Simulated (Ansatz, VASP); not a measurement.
Two plane-wave programs on MgSe3

```
CELL_PARAMETERS angstrom
7.88261 0.00000 0.00000
-3.94130 6.82654 0.00000
0.00000 0.00000 4.70376
ATOMIC_POSITIONS crystal
Mg 0.33333 0.66667 0.50000
Mg 0.66667 0.33333 0.50000
Se 0.41517 0.41517 0.20531
Se 0.00000 0.58483 0.20531
Se 0.58483 0.00000 0.20531
Se 0.00000 0.41517 0.79469
Se 0.58483 0.58483 0.79469
Se 0.41517 0.00000 0.79469
```

Alike in both runs: functional PBE; k mesh 3 × 3 × 6; occupations gaussian, width 0.1 eV; no spin polarisation.

Ansatz relaxed the structure, and its values are those at the end. VASP's run is a single point on that final structure, the one shown.

|  | VASP | Ansatz |
| --- | --- | --- |
| version | VASP 6.6.1 | Ansatz 0.2.0 |
| potentials or method | VASP PAW PBE potentials, release 64 (Mg, Se), cutoff 520 eV | scalar-relativistic, plane waves, PAW |
| valence electrons in the cell | 40 | 116 |

Ansatz gave:

```
gap on the k mesh at the Fermi level (eV) : none
pressure (GPa)                            : 0.0
rms of the force components (eV/Å)        : 0.017
```

Question: Which values does VASP return?

Answer: gap on the k mesh at the Fermi level (eV): none; pressure (GPa): 0.0; rms of the force components (eV/Å): 0.032.

A gap of «none» marks a metal or a gap that the smearing closes. With one functional, cell and mesh, what is left measures potentials, basis and numerics. VASP's potentials hold 40 valence electrons a cell and Ansatz's 116, so a difference there can come from the potentials and not from the codes.
